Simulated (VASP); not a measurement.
# V: single point with PBEsol

The system is V.

```
V
1.0
    -1.51435    1.51435    1.51435
     1.51435   -1.51435    1.51435
     1.51435    1.51435   -1.51435
V
1
Direct
  0.00000 0.00000 0.00000
```

- Program: VASP 6.6.1
- Task: single point
- Functional: PBEsol
- Potentials or basis: VASP PAW PBE potentials, release 64 (V_sv)
- Cutoff: 520 eV
- k mesh: 20 × 20 × 20
- Occupations: gaussian, width 0.1 eV
- Spin: no spin polarisation

The pressure is -11.9 GPa.

Levels at points of the mesh, in eV from the Fermi level:
| k point | band 5 | band 6 | band 7 | band 8 | band 9 | band 10 |
| --- | --- | --- | --- | --- | --- | --- |
| (0.00, 0.00, 0.00) | -6.52 | 0.41 | 0.41 | 0.41 | 2.33 | 2.33 |
| (0.50, 0.00, 0.00) | -3.08 | -1.07 | 1.54 | 2.33 | 2.67 | 3.98 |
| (0.50, 0.50, 0.50) | -2.86 | -2.86 | 3.60 | 3.60 | 3.60 | 9.89 |

Run time: 12 s on 1 thread of Intel(R) Xeon(R) 6975P-C (Granite Rapids), with other jobs on the host, peak memory 0.15 GiB.

Caveat: the PAW data sets were made with another functional, which shifts forces and pressure a little.
